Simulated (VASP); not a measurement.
TlCuAs2PbS5, 20 atoms in the cell. The typed cell holds 20 atoms: a = 8.026 Å, b = 8.181 Å, c = 9.124 Å, α = 65.64°, β = 73.65°, γ = 64.14°. 

* Program: VASP 6.6.1
* Task: single point
* Functional: LDA
* Potentials or basis: VASP PAW LDA potentials, release 64 (Tl_d, Cu, As, Pb_d, S)
* Cutoff: 520 eV
* k mesh: 1 × 1 × 1
* Occupations: fermi-dirac, width 0.05 eV
* Spin: no spin polarisation
* Dipole correction: no
* Further INCAR settings: LREAL = Auto; ALGO = Normal; EDIFF = 1e-06; NBANDS = 94

Potentials or basis: VASP PAW LDA potentials, release 64 (Tl_d, Cu, As, Pb_d, S).

Run with:

```bash
$ cat potpaw_LDA.64/Tl_d/POTCAR potpaw_LDA.64/Cu/POTCAR potpaw_LDA.64/As/POTCAR potpaw_LDA.64/Pb_d/POTCAR potpaw_LDA.64/S/POTCAR > POTCAR
$ mpirun -np 1 vasp_gam > vasp.out
```

Hardware: 1 thread of Intel(R) Xeon(R) Platinum 8259CL CPU @ 2.50GHz (Skylake/Cascade Lake) (shared host).

Question: How long does it take, and how much memory?

Answer: It took 110 s on 1 thread of Intel(R) Xeon(R) Platinum 8259CL CPU @ 2.50GHz (Skylake/Cascade Lake), with other jobs on the host, peak memory 0.44 GiB. Counts: scf iterations 20, k points 1.
